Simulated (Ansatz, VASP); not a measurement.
Eu: VASP beside Ansatz

File INCAR:

```
SYSTEM = Eu
PREC     = Accurate       ! precision mode
ENCUT    = 520            ! plane-wave cutoff, eV
EDIFF    = 1E-6           ! SCF threshold, eV
ISMEAR   = -1             ! smearing method
SIGMA    = 0.05           ! smearing width, eV
LREAL    = .FALSE.        ! projectors in reciprocal space
LASPH    = .TRUE.         ! aspherical terms in the spheres
NELM     = 150            ! most SCF steps
ALGO     = Normal         ! electronic algorithm
ISIF     = 2              ! what is computed and relaxed
LWAVE    = .FALSE.        ! write WAVECAR
LCHARG   = .TRUE.         ! write CHGCAR
ISPIN    = 2              ! spin polarisation
MAGMOM   = 7              ! initial moments
LORBIT   = 11             ! projections on sites
LMAXMIX  = 6              ! l up to which the mixer works
GGA      = PE             ! functional
LELF     = .TRUE.         ! ELF
LVHAR    = .TRUE.       
NBANDS   = 18             ! bands
```

File KPOINTS:

```
regular mesh
0
G
  10 10 10
  0 0 0
```

File POSCAR:

```
Eu
1.0
   -2.2398720668      2.2398720668      2.2398720668
    2.2398720668     -2.2398720668      2.2398720668
    2.2398720668      2.2398720668     -2.2398720668
Eu
1
Direct
    0.0000000000      0.0000000000      0.0000000000
```

Input for Ansatz:

```yaml
crystal:
  lattice:
    - [-2.2398720668, 2.2398720668, 2.2398720668]
    - [2.2398720668, -2.2398720668, 2.2398720668]
    - [2.2398720668, 2.2398720668, -2.2398720668]
  atoms:
    - { symbol: Eu, position: [0.0, 0.0, 0.0], spin: 7.0 }
magnetization:
  spin_polarized: true
kpoints:
  mp_grid: { grid: [10, 10, 10] }
scf:
  occupations: { method: fermi_dirac, width: 0.05 }
hamiltonian:
  xc: pbe
  pseudopotentials: { kind: paw }
output:
  forces: true
  stress: true
  eigenvalues: true
  populations: true
```

Change from the starting cell: volume scaled by 0.92, PAW files.

Alike in both runs: task single point; functional PBE; k mesh 10 × 10 × 10; occupations fermi-dirac, width 0.05 eV; collinear spin.

|  | VASP | Ansatz |
| --- | --- | --- |
| version | VASP 6.6.1 | Ansatz 0.2.0 |
| potentials or method | VASP PAW PBE potentials, release 64 (Eu) | PAW with Ansatz's default frozen-core files, scalar-relativistic |
| plane-wave cutoff (eV) | 520 | 420 |
| valence electrons in the cell | 17 | 17 |

VASP gave:

| Property | Result |
| --- | --- |
| pressure (GPa) | -1.0 |
| net moment per atom (μB) | 7.35 |
| size of the moment on the site where the two differ most (μB) | 6.69 |

Q: Which values does Ansatz return?

A: Pressure (GPa): -0.8; net moment per atom (μB): 7.36; size of the moment on the site where the two differ most (μB): 7.07.

Site moments also hang on the region over which each program counts them.

Spin-orbit coupling is off throughout.
